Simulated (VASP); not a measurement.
# Au3C: single point with PBE

Au3C, a slab with vacuum:

```xyz
4
Lattice="2.9402 0.0000 0.0000 -1.4701 2.5463 0.0000 0.0000 0.0000 21.8975" Properties=species:S:1:pos:R:3 pbc="T T T"
Au    1.4701    0.8488    4.0000
Au    0.0000    1.6975    6.4492
Au    0.0000    0.0000    8.8975
C     3.4302   -1.9804   11.5675
```

```
Program             : VASP 6.6.1
Task                : single point
Functional          : PBE
Potentials or basis : VASP PAW PBE potentials, release 64 (Au, C)
Cutoff              : 520 eV
k mesh              : 9 × 9 × 1
Occupations         : gaussian, width 0.1 eV
Spin                : no spin polarisation
```

The largest force is 1.105 eV/Å.

Forces in eV/Å, atoms in the order of the input:
```
Au  -0.003  0.002  0.152
Au  -0.013  0.007  0.079
Au  -0.151  0.087  0.856
C    0.167 -0.096 -1.088
```

Levels at points of the mesh, in eV from the Fermi level:
| k point | band 15 | band 16 | band 17 | band 18 | band 19 | band 20 | band 21 | band 22 | band 23 | band 24 |
| --- | --- | --- | --- | --- | --- | --- | --- | --- | --- | --- |
| (0.00, 0.00, 0.00) | -2.27 | -2.24 | -2.06 | -1.81 | -1.81 | -0.33 | 2.30 | 2.64 | 2.66 | 5.01 |

Wall time 3.6 min on 1 thread of Oxide Virtual Turin-like Processor, on a shared host, peak memory 0.3 GiB.

Caveat: spin-orbit coupling is left out, which moves the levels of the heavy elements.
